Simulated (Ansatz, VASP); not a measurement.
## Two plane-wave programs on LiF

```xyz
4
Lattice="3.1600 0.0000 0.0000 -1.5800 2.7366 0.0000 0.0000 0.0000 4.7968" Properties=species:S:1:pos:R:3 pbc="T T T"
Li    0.0000    1.8244    1.9258
Li    1.5800    0.9122    4.3242
F     0.0000    1.8244    4.7677
F     1.5800    0.9122    2.3693
```

Alike in both runs: task single point; functional PBE; k mesh 9 × 9 × 6; occupations gaussian, width 0.05 eV; no spin polarisation.

|  | VASP | Ansatz |
| --- | --- | --- |
| version | VASP 6.6.1 | Ansatz 0.2.0 |
| potentials or method | VASP PAW PBE potentials, release 64 (Li_sv, F), cutoff 520 eV | scalar-relativistic, plane waves, PAW |
| valence electrons in the cell | 20 | 20 |

Ansatz gave:

```
gap on the k mesh at the Fermi level (eV) : 7.47
least direct gap on the mesh (eV)         : 7.47
rms of the force components (eV/Å)        : 0.069
```

Problem. Which values does VASP return?

Solution. gap on the k mesh at the Fermi level (eV): 7.46; least direct gap on the mesh (eV): 7.46; rms of the force components (eV/Å): 0.071.

Atom by atom the forces differ by 0.002 eV/Å (rms over components).

Noted on VASP's run: the cutoff is short for stress, so the pressure is rough.
